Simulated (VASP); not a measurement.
Here is a VASP 6.6.1 calculation.

Contents of INCAR:

```
  PREC = Accurate
  ENCUT = 520
  EDIFF = 1E-7
  ISMEAR = 0
  SIGMA = 0.01
  LREAL = F
  LASPH = T
  NELM = 80
  ALGO = Normal
  ISIF = 2
  LWAVE = F
  LCHARG = F
  GGA = PE
  NBANDS = 36
```

Contents of KPOINTS:

```
Automatic mesh
0
Gamma
  1 1 1
```

File POSCAR:

```
LuH2Cl3O
1.0
   11.8700000000      0.0000000000      0.0000000000
    0.0000000000     12.4300000000      0.0000000000
    0.0000000000      0.0000000000     12.4300000000
Lu Cl O H
1 3 1 2
Direct
    0.5254591400      0.4594634000      0.5402614600
    0.6211406900      0.6037562300      0.6374513300
    0.3791069900      0.3620273500      0.6376975100
    0.6211406900      0.3622735300      0.3959686200
    0.4176647000      0.5683145600      0.4314103000
    0.3852780100      0.6376975100      0.4517900200
    0.3852780100      0.5479348400      0.3620273500
```

Potentials or basis: VASP PAW PBE potentials, release 64 (Lu, Cl, O, H).

Launch:

```console
$ cat potpaw_PBE.64/Lu/POTCAR potpaw_PBE.64/Cl/POTCAR potpaw_PBE.64/O/POTCAR potpaw_PBE.64/H/POTCAR > POTCAR
$ mpirun -np 1 vasp_gam > vasp.out
```

Question: Estimate the gap between the frontier levels.

Answer: 4.60 eV.

Question: Predict the largest force.

Answer: 0.277 eV/Å.

Forces in eV/Å, atoms in the order of the input:
```
Lu  -0.070  0.024 -0.024
Cl  -0.114 -0.207 -0.121
Cl   0.224  0.115 -0.115
Cl  -0.114  0.121  0.207
O   -0.180  0.126 -0.126
H    0.127 -0.191 -0.012
H    0.127  0.012  0.191
```

Caveat: spin-orbit coupling is left out, which moves the levels of the heavy elements.
